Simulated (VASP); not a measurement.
# Al2O3 (R-3c) in VASP: single point with LDA

Aim: the single point of Al2O3 with LDA.

All numbers are computed with VASP 6.6.1; they aren't measurements. Logs are shortened: lines on timing, memory, paths and dates and some standing lists are left out, and cuts for length are marked.

**Measured values to compare with.**

“Multi-petahertz electron interference in Cr:Al2O3 solid-state material”, 2018, pmc:5906618 quotes, for a bulk crystal of Al2O3: band gap 8.7 eV (optical).

How close the calculation comes is told below.

## 1. The cell of the first run

It takes space group R-3c (No. 167, trigonal). Conventional cell: a = 4.729 Å, b = 4.729 Å, c = 12.892 Å, α = 90.00°, β = 90.00°, γ = 120.00°. Within 2.4 Å of Al (site symmetry 3) lie 6 O at 1.84 to 1.96 Å. Within 2.4 Å of O (site symmetry 2) lie 4 Al at 1.84 to 1.96 Å.

## 2. Single point, LDA

Contents of INCAR:

```
SYSTEM = Al2O3
ALGO = Normal
EDIFF = 1E-6
ENCUT = 520
ISIF = 2
ISMEAR = 0
LASPH = .TRUE.
LCHARG = .FALSE.
LREAL = .FALSE.
LWAVE = .FALSE.
NBANDS = 35
NELM = 60
PREC = Accurate
SIGMA = 0.01
```

Contents of KPOINTS:

```
k-points
0
G
  5 5 5
  0 0 0
```

Contents of POSCAR:

```
Al2O3
1.0
    2.3646004108      1.3652026837      4.2972230726
   -2.3646004108      1.3652026837      4.2972230726
    0.0000000000     -2.7304053674      4.2972230726
Al O
4 6
Direct
    0.3520244458      0.3520244458      0.3520244458
    0.1479755542      0.1479755542      0.1479755542
    0.6479755542      0.6479755542      0.6479755542
    0.8520244458      0.8520244458      0.8520244458
    0.5558615709      0.9441384291      0.2500000000
    0.2500000000      0.5558615709      0.9441384291
    0.9441384291      0.2500000000      0.5558615709
    0.4441384291      0.0558615709      0.7500000000
    0.7500000000      0.4441384291      0.0558615709
    0.0558615709      0.7500000000      0.4441384291
```

Potentials or basis: VASP PAW LDA potentials, release 64 (Al, O).

Run with:

```console
> cat potpaw_LDA.64/Al/POTCAR potpaw_LDA.64/O/POTCAR > POTCAR
> mpirun -np 1 vasp_std > vasp.out
```

OUTCAR:

```text
SYSTEM = Al2O3
   EDIFF = 1E-6
   ENCUT = 520
   ISIF = 2
   ISMEAR = 0
   LASPH = .TRUE.
   LREAL = .FALSE.
   NELM = 60
   PREC = Accurate

 ion  position               nearest neighbor table
   1  0.352  0.352  0.352-   9 1.84   8 1.84  10 1.84   7 1.96   6 1.96   5 1.96   2 2.63   3 2.77
                             3 2.77   3 2.77   2 3.20   2 3.20   2 3.20
   2  0.148  0.148  0.148-  10 1.84   8 1.84   9 1.84   6 1.96   7 1.96   5 1.96   1 2.63   4 2.77
                             4 2.77   4 2.77   1 3.20   1 3.20   1 3.20
   3  0.648  0.648  0.648-   6 1.84   5 1.84   7 1.84  10 1.96   9 1.96   8 1.96   4 2.63   1 2.77
                             1 2.77   1 2.77   4 3.20   4 3.20   4 3.20
   4  0.852  0.852  0.852-   7 1.84   5 1.84   6 1.84   9 1.96  10 1.96   8 1.96   3 2.63   2 2.77
                             2 2.77   2 2.77   3 3.20   3 3.20   3 3.20
   5  0.556  0.944  0.250-   3 1.84   4 1.84   1 1.96   2 1.96
   6  0.250  0.556  0.944-   3 1.84   4 1.84   2 1.96   1 1.96
   7  0.944  0.250  0.556-   4 1.84   3 1.84   1 1.96   2 1.96
   8  0.444  0.056  0.750-   1 1.84   2 1.84   3 1.96   4 1.96
   9  0.750  0.444  0.056-   1 1.84   2 1.84   4 1.96   3 1.96
  10  0.056  0.750  0.444-   2 1.84   1 1.84   3 1.96   4 1.96

  LATTYP: Found a trigonal (rhomboedric) cell.
 ALAT       =     5.0912905639
 COS(alpha) =     0.5685904542

  Lattice vectors:

 A1 = (   2.3646004108,   1.3652026837,   4.2972230726)
 A2 = (  -2.3646004108,   1.3652026837,   4.2972230726)
 A3 = (   0.0000000000,  -2.7304053674,   4.2972230726)

Analysis of symmetry for initial positions (statically):
=====================================================================
 Subroutine PRICEL returns:
 Original cell was already a primitive cell.

 Routine SETGRP: Setting up the symmetry group for a
 trigonal (rhombohedral) supercell.

 Subroutine GETGRP returns: Found 12 space group operations
 (whereof  6 operations were pure point group operations)
 out of a pool of 12 trial point group operations.

The static configuration has the point symmetry S_6 .
 The point group associated with its full space group is D_3d.

Analysis of symmetry for dynamics (positions and initial velocities):
=====================================================================
 Subroutine PRICEL returns:
 Original cell was already a primitive cell.

 Routine SETGRP: Setting up the symmetry group for a
 trigonal (rhombohedral) supercell.

 Subroutine GETGRP returns: Found 12 space group operations
 (whereof  6 operations were pure point group operations)
 out of a pool of 12 trial point group operations.

The dynamic configuration has the point symmetry S_6 .
 The point group associated with its full space group is D_3d.

 Subroutine INISYM returns: Found 12 space group operations
 (whereof  6 operations are pure point group operations),
 and found     1 'primitive' translations

----------------------------------------------------------------------------------------

                                     Primitive cell

  volume of cell :      83.2327

  direct lattice vectors                    reciprocal lattice vectors
     2.364600411  1.365202684  4.297223073     0.211452217  0.122081995  0.077569474
    -2.364600411  1.365202684  4.297223073    -0.211452217  0.122081995  0.077569474
     0.000000000 -2.730405367  4.297223073     0.000000000 -0.244163989  0.077569474

  length of vectors
     5.091290564  5.091290564  5.091290564     0.256189533  0.256189533  0.256189533

  position of ions in fractional coordinates (direct lattice)
     0.352024446  0.352024446  0.352024446
     0.147975554  0.147975554  0.147975554
     0.647975554  0.647975554  0.647975554
     0.852024446  0.852024446  0.852024446
     0.555861571  0.944138429  0.250000000
     0.250000000  0.555861571  0.944138429
     0.944138429  0.250000000  0.555861571
     0.444138429  0.055861571  0.750000000
     0.750000000  0.444138429  0.055861571
     0.055861571  0.750000000  0.444138429

  ion indices of the primitive-cell ions
   primitive index   ion index
                 1           1
                 2           2
                 3           3
                 4           4
                 5           5
                 6           6
                 7           7
                 8           8
                 9           9
                10          10

----------------------------------------------------------------------------------------

 KPOINTS: k-points

Automatic generation of k-mesh.
 Grid dimensions read from file:
 generate k-points for:    5    5    5

 Generating k-lattice:

  Cartesian coordinates                     Fractional coordinates (reciprocal lattice)
     0.042290443  0.024416399  0.015513895     0.200000000 -0.000000000  0.000000000
    -0.042290443  0.024416399  0.015513895    -0.000000000  0.200000000  0.000000000
     0.000000000 -0.048832798  0.015513895     0.000000000  0.000000000  0.200000000

  Length of vectors
     0.051237907  0.051237907  0.051237907

  Shift w.r.t. Gamma in fractional coordinates (k-lattice)
     0.000000000  0.000000000  0.000000000

 Subroutine IBZKPT returns following result:
 ===========================================

 Found     19 irreducible k-points:

 Following reciprocal coordinates:
            Coordinates               Weight
  0.000000  0.000000  0.000000      1.000000
  0.200000  0.000000  0.000000      6.000000
  0.400000 -0.000000  0.000000      6.000000
  0.200000  0.200000  0.000000      6.000000
  0.400000  0.200000 -0.000000     12.000000
 -0.400000  0.200000  0.000000     12.000000
[... 11 lines left out ...]
  0.400000  0.400000  0.400000      2.000000
 -0.400000  0.400000  0.400000      6.000000
   k-points           NKPTS =     19   k-points in BZ     NKDIM =     19   number of bands    NBANDS=     35
   number of dos      NEDOS =    301   number of ions     NIONS =     10
   total plane-waves  NPLWV =  64000
   dimension x,y,z NGX =    40 NGY =   40 NGZ =   40
   dimension x,y,z NGXF=    80 NGYF=   80 NGZF=   80
   ions per type =               4   6
   NGX,Y,Z   is equivalent  to a cutoff of  13.06, 13.06, 13.06 a.u.
   NGXF,Y,Z  is equivalent  to a cutoff of  26.12, 26.12, 26.12 a.u.
 SYSTEM =  Al2O3
   PREC   = accura    normal or accurate (medium, high low for compatibility)
   ISTART =      0    job   : 0-new  1-cont  2-samecut
   ICHARG =      2    charge: 1-file 2-atom 10-const
   ISPIN  =      1    spin polarized calculation?
   LNONCOLLINEAR =      F non collinear calculations
   LSORBIT =      F    spin-orbit coupling
   LASPH  =      T    aspherical Exc in radial PAW
   ENCUT  =  520.0 eV  38.22 Ry    6.18 a.u.   9.47  9.47  9.47*2*pi/ulx,y,z
   NELM   =     60;   NELMIN=  2; NELMDL= -5     # of ELM steps
   EDIFF  = 0.1E-05   stopping-criterion for ELM
   LREAL  =      F    real-space projection
   EDIFFG = 0.1E-04   stopping-criterion for IOM
   NSW    =      0    number of steps for IOM
   IBRION =     -1    ionic relax: 0-MD 1-quasi-New 2-CG
   NFREE  =      0    steps in history (QN), initial steepest desc. (CG)
   ISIF   =      2    stress and relaxation
   ISYM   =      2    0-nonsym 1-usesym 2-fastsym
   POTIM  = 0.5000    time-step for ionic-motion
   TEBEG  =    0.0;   TEEND  =   0.0 temperature during run
   PSTRESS=    0.0 pullay stress
   NELECT =      48.0000    total number of electrons
   NUPDOWN=      -1.0000    fix difference up-down
   EMIN   =  10.00;   EMAX   =-10.00  energy-range for DOS
   EFERMI =   0.00;   METHOD = LEGACY
   ISMEAR =     0;   SIGMA  =   0.01  broadening in eV -4-tet -1-fermi 0-gaus
   EFERMI_NEDOS =   21; number of points for ismear=-14 and -15
   IALGO  =     38    algorithm
   IMIX   =      4    mixing-type and parameters
     AMIX     =   0.40;   BMIX     =  1.00
     AMIX_MAG =   1.60;   BMIX_MAG =  1.00
  volume/ion in A,a.u.               =       8.32        56.17
  Fermi-wavevector in a.u.,A,eV,Ry     =   1.362670  2.575072 25.264228  1.856868
  Thomas-Fermi vector in A             =   2.489139
   LORBIT       =      0    0 simple, 1 ext, 2 COOP (PROOUT), +10 PAW based schemes
   GGA     = CA    functional components
   LHFCALC =     F    Hartree Fock is set to
   AEXX    =    0.0000 exact exchange contribution
   IVDW    =     0    specifies the selected vdW correction
   LEPSILON=     F    determine dielectric tensor
   LRPA    =     F    only Hartree local field effects (RPA)
 non-spin polarized calculation
 Gauss-broadening in eV      SIGMA  =   0.01
  energy-cutoff  :      520.00
  volume of cell :       83.23
 maximum number of plane-waves:      2262
 NGX is ok and might be reduce to    40
   NGX = 19   NGY = 19   NGZ = 19

 number of electron      48.0000010 magnetization

 Free energy of the ion-electron system (eV)
  ---------------------------------------------------
  ext. energy  EPLUGINS =         0.00000000
  ---------------------------------------------------
  free energy    TOTEN  =       -83.10341356 eV

  energy without entropy =      -83.10341356  energy(sigma->0) =      -83.10341356

 E-fermi :   6.1509     XC(G=0): -12.2688

 val. band max:        6.0678896405   @ k =   0.0000   0.0000   0.0000
 cond. band min:      12.5075839573   @ k =   0.0000   0.0000   0.0000
 fundamental gap:      6.4396943168
 Fermi energy:         6.1509027767

 k-point     1 :       0.0000    0.0000    0.0000
  band No.  band energies     occupation
      1     -13.1210      2.00000
      2     -10.6026      2.00000
      3     -10.2967      2.00000
      4     -10.2967      2.00000
      5      -9.9546      2.00000
      6      -9.9546      2.00000
[... 27 lines left out ...]
     34      19.8189      0.00000
     35      20.6548      0.00000
[... 653 lines left out ...]
      5     -10.0335      2.00000
      6      -9.9576      2.00000
[... 27 lines left out ...]
     34      19.1494      0.00000
     35      20.1248      0.00000

------------------------ aborting loop because EDIFF is reached ----------------------------------------

  FORCE on cell =-STRESS in cart. coord.  units (eV):
  Direction    XX          YY          ZZ          XY          YZ          ZX
  --------------------------------------------------------------------------------------
  -------------------------------------------------------------------------------------
  Total        0.4646249      0.4646249      0.3480005      0.0000000      0.0000000      0.0000000
  in kB        8.9437370      8.9437370      6.6987913      0.0000000      0.0000000      0.0000000
  external PRESSURE =       8.1954217 kB  Pullay stress =       0.0000000 kB

 VOLUME and BASIS-vectors are now :
 -----------------------------------------------------------------------------
  energy-cutoff  :      520.00
  volume of cell :       83.23
      direct lattice vectors                 reciprocal lattice vectors
     2.364600411  1.365202684  4.297223073     0.211452217  0.122081995  0.077569474
    -2.364600411  1.365202684  4.297223073    -0.211452217  0.122081995  0.077569474
     0.000000000 -2.730405367  4.297223073     0.000000000 -0.244163989  0.077569474

 POSITION                                       TOTAL-FORCE (eV/Angst)
 -----------------------------------------------------------------------------------
      0.00000      0.00000      4.53818         0.000000      0.000000     -0.011944
      0.00000      0.00000      1.90765         0.000000      0.000000      0.011944
      0.00000      0.00000      8.35349         0.000000      0.000000      0.011944
      0.00000      0.00000     10.98402         0.000000      0.000000     -0.011944
     -0.91812      1.36520      7.52014        -0.008811      0.000000     -0.000000
     -0.72324     -1.47772      7.52014         0.004406     -0.007631      0.000000
      1.64136      0.11251      7.52014         0.004406      0.007631      0.000000
      0.91812     -1.36520      5.37153         0.008811      0.000000     -0.000000
      0.72324      1.47772      5.37153        -0.004406      0.007631      0.000000
     -1.64136     -0.11251      5.37153        -0.004406     -0.007631      0.000000
 -----------------------------------------------------------------------------------
    total drift:                               -0.000000      0.000000     -0.000000

  FREE ENERGIE OF THE ION-ELECTRON SYSTEM (eV)
  ---------------------------------------------------
  free  energy   TOTEN  =       -83.1034135574 eV

  energy  without entropy=      -83.1034135574  energy(sigma->0) =      -83.10341356
```

It took 45 s on 1 thread of Intel Xeon Platinum 8375C at 2.90GHz (Ice Lake), shared host; peak memory 0.2 GiB.

What came out:

| Item | Value |
| --- | --- |
| Free energy | -83.1034 eV |
| Pressure | 0.8 GPa |
| Largest force | 0.012 eV/Å |
| Band gap on the k mesh | 6.44 eV, direct |

Forces on the atoms (eV/Å):
```
Al   0.000  0.000 -0.012
Al   0.000  0.000  0.012
Al   0.000  0.000  0.012
Al   0.000  0.000 -0.012
O   -0.009  0.000  0.000
O    0.004 -0.008  0.000
O    0.004  0.008  0.000
O    0.009  0.000  0.000
O   -0.004  0.008  0.000
O   -0.004 -0.008  0.000
```

## 3. How close it comes

Step 2. A measured gap of Al2O3 is 8.7 eV (optical; quoted in “Multi-petahertz electron interference in Cr:Al2O3 solid-state material”, 2018, pmc:5906618); the calculated 6.44 eV misses it by -2.26 eV. The value is that of LDA, without temperature or zero-point motion. Semilocal functionals fall short of measured gaps as a rule.
